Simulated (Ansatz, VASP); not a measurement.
# SiC: VASP beside Ansatz

```xyz
12
Lattice="3.0176 0.0000 0.0000 -1.5088 2.6133 0.0000 0.0000 0.0000 14.8067" Properties=species:S:1:pos:R:3 pbc="T T T"
Si    0.0000    0.0000    1.8515
Si    0.0000    0.0000    9.2547
Si    0.0000    1.7422    4.3226
Si    1.5088    0.8711   11.7224
Si    0.0000    1.7422   14.1909
Si    1.5088    0.8711    6.7845
C     0.0000    0.0000   14.7299
C     0.0000    0.0000    7.4709
C     0.0000    1.7422    2.5375
C     1.5088    0.8711    9.8062
C     0.0000    1.7422   12.4081
C     1.5088    0.8711    4.8658
```

Change from the starting cell: mode 32 frozen in at -0.074 Å, equal normal strain along x, y and z -0.0250.

Alike in both runs: task single point; functional PBE; k mesh 12 × 12 × 2; occupations gaussian, width 0.05 eV; no spin polarisation.

```csv
,VASP,Ansatz
version,VASP 6.6.1,Ansatz 0.2.0
potentials or method,"VASP PAW PBE potentials, release 64 (Si, C), cutoff 520 eV","scalar-relativistic, plane waves, PAW"
valence electrons in the cell,48,48
```

```csv
,VASP,Ansatz,Ansatz less VASP
gap on the k mesh at the Fermi level (eV),1.93,1.93,+0.004
least direct gap on the mesh (eV),3.05,3.06,+0.007
pressure (GPa),19.8,19.9,+0.12
"traceless stress, the component that is largest in VASP (GPa)",0.99,0.99,-0.004
rms of the force components (eV/Å),1.001,1.003,+0.0016
```

Atom by atom the forces differ by 0.003 eV/Å (rms over components).
